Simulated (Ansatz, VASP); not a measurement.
**LiF in VASP and in Ansatz**

```xyz
2
Lattice="0.0000 2.2421 2.2421 2.2421 0.0000 2.2421 2.2421 2.2421 0.0000" Properties=species:S:1:pos:R:3 pbc="T T T"
Li    0.0000    0.0000    0.0000
F     2.2421    2.2421    2.2421
```

Alike in both runs: task single point; functional PBE; k mesh 8 × 8 × 8; occupations gaussian, width 0.1 eV; no spin polarisation.

|  | VASP | Ansatz |
| --- | --- | --- |
| version | VASP 6.6.1 | Ansatz 0.2.0 |
| potentials or method | VASP PAW PBE potentials, release 64 (Li_sv, F), cutoff 750 eV | scalar-relativistic, plane waves, PAW |
| valence electrons in the cell | 10 | 10 |

|  | VASP | Ansatz | Ansatz less VASP |
| --- | --- | --- | --- |
| gap on the k mesh at the Fermi level (eV) | 6.74 | 6.74 | +0.002 |
| least direct gap on the mesh (eV) | 6.74 | 6.74 | +0.002 |
| pressure (GPa) | -11.2 | -10.7 | +0.45 |
